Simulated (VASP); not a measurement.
# Be2ZnTe3 (I-4m2) in VASP: density of states with LDA

Aim: the density of states of Be2ZnTe3 with LDA.

All numbers are computed with VASP 6.6.1; they aren't measurements. Logs are shortened: lines on timing, memory, paths and dates and some standing lists are left out, and cuts for length are marked.

**1. The cell of the first run**

It takes space group I-4m2 (No. 119, tetragonal). The conventional cell has a = 4.112 Å, b = 4.112 Å, c = 17.633 Å, α = 90.00°, β = 90.00°, γ = 90.00°. Be (site symmetry 2mm) has 4 Te at 2.47 to 2.48 Å within 3.3 Å. Within 3.5 Å of Zn (site symmetry -4m2) lie 4 Te at 2.64 Å. Within 3.3 Å of Te (site symmetry 2mm) lie 2 Be at 2.47 Å and 2 Zn at 2.64 Å. Within 3.3 Å of Te (site symmetry -4m2) lie 4 Be at 2.48 Å.

**2. Density of states, LDA**

Contents of POSCAR:

```
Be2ZnTe3
1.0
   -2.0560109000      2.0560109000      8.8163977000
    2.0560109000     -2.0560109000      8.8163977000
    2.0560109000      2.0560109000     -8.8163977000
Be Zn Te
2 1 3
Direct
    0.6712000000      0.6712000000      0.0000000000
    0.3288000000      0.3288000000      0.0000000000
    0.0000000000      0.0000000000      0.0000000000
    0.5935640000      0.0935640000      0.5000000000
    0.2500000000      0.7500000000      0.5000000000
    0.9064360000      0.4064360000      0.5000000000
```

Contents of INCAR.step1:

```
SYSTEM = Be2ZnTe3
PREC = Accurate ; ENCUT = 520
EDIFF = 1E-7 ; ISMEAR = 0
SIGMA = 0.02 ; LREAL = .FALSE.
LASPH = .TRUE. ; NELM = 60
ALGO = Normal ; ISIF = 2
LWAVE = .FALSE. ; LCHARG = .TRUE.
NBANDS = 26
```

Contents of KPOINTS.step1:

```
regular mesh
0
G
  10 10 10
  0 0 0
```

Contents of INCAR.step2:

```
SYSTEM = Be2ZnTe3
PREC = Accurate ; ENCUT = 520
EDIFF = 1E-7 ; ISMEAR = -5
SIGMA = 0.02 ; LREAL = .FALSE.
LASPH = .TRUE. ; NELM = 60
ALGO = Normal ; ISIF = 2
LWAVE = .FALSE. ; LCHARG = .FALSE.
LORBIT = 11 ; NEDOS = 2001
ICHARG = 11
```

Contents of KPOINTS.step2:

```
regular mesh
0
G
  15 15 15
  0 0 0
```

Potentials or basis: VASP PAW LDA potentials, release 64 (Be, Zn, Te).

On the command line:

```console
$ cat potpaw_LDA.64/Be/POTCAR potpaw_LDA.64/Zn/POTCAR potpaw_LDA.64/Te/POTCAR > POTCAR
$ cp INCAR.step1 INCAR
$ cp KPOINTS.step1 KPOINTS
$ mpirun -np 1 vasp_std > vasp.out
$ cp INCAR.step2 INCAR
$ cp KPOINTS.step2 KPOINTS
$ mpirun -np 1 vasp_std > vasp.out
```

OUTCAR:

```text
SYSTEM = Be2ZnTe3
   PREC = Accurate
   ENCUT = 520
   EDIFF = 1E-7
   ISMEAR = -5
   LREAL = .FALSE.
   LASPH = .TRUE.
   NELM = 60
   ISIF = 2
   LORBIT = 11
   ICHARG = 11

 ion  position               nearest neighbor table
   1  0.671  0.671  0.000-   4 2.47   4 2.47   5 2.48   5 2.48
   2  0.329  0.329  0.000-   6 2.47   6 2.47   5 2.48   5 2.48
   3  0.000  0.000  0.000-   4 2.64   6 2.64   4 2.64   6 2.64
   4  0.594  0.094  0.500-   1 2.47   1 2.47   3 2.64   3 2.64
   5  0.250  0.750  0.500-   1 2.48   2 2.48   2 2.48   1 2.48
   6  0.906  0.406  0.500-   2 2.47   2 2.47   3 2.64   3 2.64

  LATTYP: Found a body centered tetragonal cell.
 ALAT       =     4.1120218000
 C/A-ratio  =     4.2881084434

  Lattice vectors:

 A1 = (  -2.0560109000,   2.0560109000,   8.8163977000)
 A2 = (   2.0560109000,  -2.0560109000,   8.8163977000)
 A3 = (   2.0560109000,   2.0560109000,  -8.8163977000)

Analysis of symmetry for initial positions (statically):
=====================================================================
 Subroutine PRICEL returns:
 Original cell was already a primitive cell.

 Routine SETGRP: Setting up the symmetry group for a
 body centered tetragonal supercell.

 Subroutine GETGRP returns: Found  8 space group operations
 (whereof  8 operations were pure point group operations)
 out of a pool of 16 trial point group operations.

The static configuration has the point symmetry D_2d.

Analysis of symmetry for dynamics (positions and initial velocities):
=====================================================================
 Subroutine PRICEL returns:
 Original cell was already a primitive cell.

 Routine SETGRP: Setting up the symmetry group for a
 body centered tetragonal supercell.

 Subroutine GETGRP returns: Found  8 space group operations
 (whereof  8 operations were pure point group operations)
 out of a pool of 16 trial point group operations.

The dynamic configuration has the point symmetry D_2d.

 Subroutine INISYM returns: Found  8 space group operations
 (whereof  8 operations are pure point group operations),
 and found     1 'primitive' translations

----------------------------------------------------------------------------------------

                                     Primitive cell

  volume of cell :     149.0740

  direct lattice vectors                    reciprocal lattice vectors
    -2.056010900  2.056010900  8.816397700     0.000000000  0.243189372  0.056712505
     2.056010900 -2.056010900  8.816397700     0.243189372  0.000000000  0.056712505
     2.056010900  2.056010900 -8.816397700     0.243189372  0.243189372  0.000000000

  length of vectors
     9.283492341  9.283492341  9.283492341     0.249714595  0.249714595  0.343921708

  position of ions in fractional coordinates (direct lattice)
     0.671200000  0.671200000  0.000000000
     0.328800000  0.328800000  0.000000000
     0.000000000  0.000000000  0.000000000
     0.593564000  0.093564000  0.500000000
     0.250000000  0.750000000  0.500000000
     0.906436000  0.406436000  0.500000000

  ion indices of the primitive-cell ions
   primitive index   ion index
                 1           1
                 2           2
                 3           3
                 4           4
                 5           5
                 6           6

----------------------------------------------------------------------------------------

 KPOINTS: regular mesh

Automatic generation of k-mesh.
 Grid dimensions read from file:
 generate k-points for:   15   15   15

 Generating k-lattice:

  Cartesian coordinates                     Fractional coordinates (reciprocal lattice)
     0.000000000  0.016212625  0.003780834     0.066666667  0.000000000  0.000000000
     0.016212625  0.000000000  0.003780834     0.000000000  0.066666667  0.000000000
     0.016212625  0.016212625  0.000000000     0.000000000  0.000000000  0.066666667

  Length of vectors
     0.016647640  0.016647640  0.022928114

  Shift w.r.t. Gamma in fractional coordinates (k-lattice)
     0.000000000  0.000000000  0.000000000

 TETIRR: Found   4311 inequivalent tetrahedra from    20250

 Subroutine IBZKPT returns following result:
 ===========================================

 Found    288 irreducible k-points:

 Following reciprocal coordinates:
            Coordinates               Weight
  0.000000  0.000000  0.000000      1.000000
  0.066667  0.000000 -0.000000      8.000000
  0.133333  0.000000 -0.000000      8.000000
  0.200000 -0.000000  0.000000      8.000000
  0.266667  0.000000 -0.000000      8.000000
  0.333333 -0.000000  0.000000      8.000000
[... 16 lines left out ...]
  0.133333  0.133333 -0.000000      8.000000
  0.200000  0.133333  0.000000     16.000000
 [... further k-points ...]
   k-points           NKPTS =    288   k-points in BZ     NKDIM =    288   number of bands    NBANDS=     21
   number of dos      NEDOS =   2001   number of ions     NIONS =      6
   total plane-waves  NPLWV = 343000
   dimension x,y,z NGX =    70 NGY =   70 NGZ =   70
   dimension x,y,z NGXF=   140 NGYF=  140 NGZF=  140
   ions per type =               2   1   3
   NGX,Y,Z   is equivalent  to a cutoff of  12.54, 12.54, 12.54 a.u.
   NGXF,Y,Z  is equivalent  to a cutoff of  25.07, 25.07, 25.07 a.u.
 SYSTEM =  Be2ZnTe3
   PREC   = accura    normal or accurate (medium, high low for compatibility)
   ISTART =      0    job   : 0-new  1-cont  2-samecut
   ICHARG =     11    charge: 1-file 2-atom 10-const
   ISPIN  =      1    spin polarized calculation?
   LNONCOLLINEAR =      F non collinear calculations
   LSORBIT =      F    spin-orbit coupling
   LASPH  =      T    aspherical Exc in radial PAW
   ENCUT  =  520.0 eV  38.22 Ry    6.18 a.u.  17.26 17.26 17.26*2*pi/ulx,y,z
   NELM   =     60;   NELMIN=  2; NELMDL=  0     # of ELM steps
   EDIFF  = 0.1E-06   stopping-criterion for ELM
   LREAL  =      F    real-space projection
   EDIFFG = 0.1E-05   stopping-criterion for IOM
   NSW    =      0    number of steps for IOM
   IBRION =     -1    ionic relax: 0-MD 1-quasi-New 2-CG
   NFREE  =      0    steps in history (QN), initial steepest desc. (CG)
   ISIF   =      2    stress and relaxation
   ISYM   =      2    0-nonsym 1-usesym 2-fastsym
   POTIM  = 0.5000    time-step for ionic-motion
   TEBEG  =    0.0;   TEEND  =   0.0 temperature during run
   PSTRESS=    0.0 pullay stress
   NELECT =      34.0000    total number of electrons
   NUPDOWN=      -1.0000    fix difference up-down
   EMIN   =  10.00;   EMAX   =-10.00  energy-range for DOS
   EFERMI =   0.00;   METHOD = LEGACY
   ISMEAR =    -5;   SIGMA  =   0.02  broadening in eV -4-tet -1-fermi 0-gaus
   EFERMI_NEDOS =   21; number of points for ismear=-14 and -15
   IALGO  =     38    algorithm
   IMIX   =      4    mixing-type and parameters
     AMIX     =   0.40;   BMIX     =  1.00
     AMIX_MAG =   1.60;   BMIX_MAG =  1.00
  volume/ion in A,a.u.               =      24.85       167.67
  Fermi-wavevector in a.u.,A,eV,Ry     =   1.000231  1.890163 13.612123  1.000463
  Thomas-Fermi vector in A             =   2.132574
   LORBIT       =     11    0 simple, 1 ext, 2 COOP (PROOUT), +10 PAW based schemes
   GGA     = CA    functional components
   LHFCALC =     F    Hartree Fock is set to
   AEXX    =    0.0000 exact exchange contribution
   IVDW    =     0    specifies the selected vdW correction
   LEPSILON=     F    determine dielectric tensor
   LRPA    =     F    only Hartree local field effects (RPA)
 non-spin polarized calculation
 Fermi weights with tetrahedron method with Bloechl corrections
  energy-cutoff  :      520.00
  volume of cell :      149.07
 maximum number of plane-waves:      4061
 NGX is ok and might be reduce to    70

 number of electron      34.0000007 magnetization

 Free energy of the ion-electron system (eV)
  ---------------------------------------------------
  ext. energy  EPLUGINS =         0.00000000
  ---------------------------------------------------
  free energy    TOTEN  =       -23.72560832 eV

  energy without entropy =      -23.72560832  energy(sigma->0) =      -23.72560832

 E-fermi :   4.0750     XC(G=0):  -9.2034

 val. band max:        4.0723515176   @ k =   0.0000   0.0000   0.0000
 cond. band min:       5.9604698822   @ k =   0.0000   0.0000   0.0000
 fundamental gap:      1.8881183647
 Fermi energy:         4.0749696979

 k-point     1 :       0.0000    0.0000    0.0000
  band No.  band energies     occupation
      1      -8.0158      2.00000
      2      -7.0842      2.00000
      3      -6.8451      2.00000
      4      -2.8986      2.00000
      5      -2.8986      2.00000
      6      -2.8856      2.00000
[... 13 lines left out ...]
     20       6.5082      0.00000
     21       7.2363      0.00000

 k-point     2 :       0.0667    0.0000   -0.0000
  band No.  band energies     occupation
      1      -7.9897      2.00000
      2      -7.0821      2.00000
      3      -6.8252      2.00000
      4      -2.9004      2.00000
      5      -2.8980      2.00000
      6      -2.8774      2.00000
[... 13 lines left out ...]
     20       6.6994      0.00000
     21       7.3184      0.00000

 k-point     3 :       0.1333    0.0000   -0.0000
  band No.  band energies     occupation
      1      -7.9126      2.00000
      2      -7.0712      2.00000
      3      -6.7755      2.00000
      4      -2.9012      2.00000
      5      -2.8962      2.00000
      6      -2.8579      2.00000
[... 13 lines left out ...]
     20       6.9769      0.00000
     21       7.6313      0.00000

 k-point     4 :       0.2000   -0.0000    0.0000
  band No.  band energies     occupation
      1      -7.7883      2.00000
      2      -7.0463      2.00000
      3      -6.7173      2.00000
      4      -2.8989      2.00000
      5      -2.8936      2.00000
      6      -2.8306      2.00000
[... 13 lines left out ...]
     20       7.1627      0.00000
     21       8.0755      0.00000

 k-point     5 :       0.2667    0.0000   -0.0000
  band No.  band energies     occupation
      1      -7.6239      2.00000
      2      -7.0083      2.00000
      3      -6.6752      2.00000
      4      -2.8936      2.00000
      5      -2.8906      2.00000
      6      -2.8004      2.00000
[... 13 lines left out ...]
     20       7.2673      0.00000
     21       8.3383      0.00000
[... 382 lines left out ...]
     20       7.1889      0.00000
     21       7.5700      0.00000

 k-point    22 :      -0.0667    0.0667    0.0000
  band No.  band energies     occupation
      1      -7.9663      2.00000
      2      -7.0585      2.00000
      3      -6.8251      2.00000
      4      -2.9001      2.00000
      5      -2.8983      2.00000
      6      -2.8711      2.00000
[... 13 lines left out ...]
     20       6.8906      0.00000
     21       7.4273      0.00000

 k-point    23 :       0.1333    0.1333   -0.0000
  band No.  band energies     occupation
      1      -7.8019      2.00000
      2      -7.0895      2.00000
      3      -6.6812      2.00000
      4      -2.8989      2.00000
      5      -2.8948      2.00000
      6      -2.8318      2.00000
[... 13 lines left out ...]
     20       7.4465      0.00000
     21       7.5334      0.00000

 k-point    24 :       0.2000    0.1333    0.0000
  band No.  band energies     occupation
      1      -7.6764      2.00000
      2      -7.0617      2.00000
      3      -6.6281      2.00000
      4      -2.8976      2.00000
      5      -2.8896      2.00000
      6      -2.8066      2.00000
[... 13 lines left out ...]
     20       7.5258      0.00000
     21       7.9606      0.00000

 [... further k-points ...]
[... 5 lines left out ...]
  --------------------------------------------------------------------------------------
  -------------------------------------------------------------------------------------
  Total       -3.1264051     -3.1264051     -3.3290090      0.0000000      0.0000000      0.0000000
  in kB      -33.6011268    -33.6011268    -35.7786177      0.0000000      0.0000000      0.0000000
  external PRESSURE =     -34.3269571 kB  Pullay stress =       0.0000000 kB

 VOLUME and BASIS-vectors are now :
 -----------------------------------------------------------------------------
  energy-cutoff  :      520.00
  volume of cell :      149.07
      direct lattice vectors                 reciprocal lattice vectors
    -2.056010900  2.056010900  8.816397700     0.000000000  0.243189372  0.056712505
     2.056010900 -2.056010900  8.816397700     0.243189372  0.000000000  0.056712505
     2.056010900  2.056010900 -8.816397700     0.243189372  0.243189372  0.000000000

 POSITION                                       TOTAL-FORCE (eV/Angst)
 -----------------------------------------------------------------------------------
      0.00000      0.00000     11.83513         0.000000     -0.000000     -0.011655
      0.00000      0.00000      5.79766         0.000000     -0.000000      0.011655
      0.00000      0.00000      0.00000         0.000000     -0.000000     -0.000000
      0.00000      2.05601      1.64979        -0.000000      0.000000     -0.188884
      2.05601      0.00000      4.40820         0.000000     -0.000000     -0.000000
      0.00000      2.05601      7.16660        -0.000000      0.000000      0.188884
 -----------------------------------------------------------------------------------
    total drift:                                0.000000     -0.000000      0.000000

  FREE ENERGIE OF THE ION-ELECTRON SYSTEM (eV)
  ---------------------------------------------------
  free  energy   TOTEN  =       -23.7256083247 eV

  energy  without entropy=      -23.7256083247  energy(sigma->0) =      -23.72560832

 total charge

# of ion       s       p       d       tot
------------------------------------------
    1        0.359   0.530   0.000   0.889
    2        0.359   0.530   0.000   0.889
    3        0.570   0.446   9.759  10.774
    4        1.345   2.100   0.031   3.475
    5        1.341   2.115   0.031   3.487
    6        1.345   2.100   0.031   3.475
--------------------------------------------------
tot          5.318   7.821   9.851  22.990
```

Wall time 30 min (1 thread of AMD EPYC 9R45 (Zen 5), shared host); peak memory 1.1 GiB.

What came out:

```
Valence electrons inside the program's atomic spheres : Be 0.89; Zn 10.77; Te 3.48, 3.49
```

Levels at points of the mesh, in eV from the valence-band top:
| k point | band 13 | band 14 | band 15 | band 16 | band 17 | band 18 | band 19 | band 20 | band 21 |
| --- | --- | --- | --- | --- | --- | --- | --- | --- | --- |
| (0.00, 0.00, 0.00) | -1.81 | -1.81 | -0.17 | 0.00 | 0.00 | 1.89 | 2.36 | 2.44 | 3.16 |

Caveat: spin-orbit coupling is left out, which moves the levels of the heavy elements.
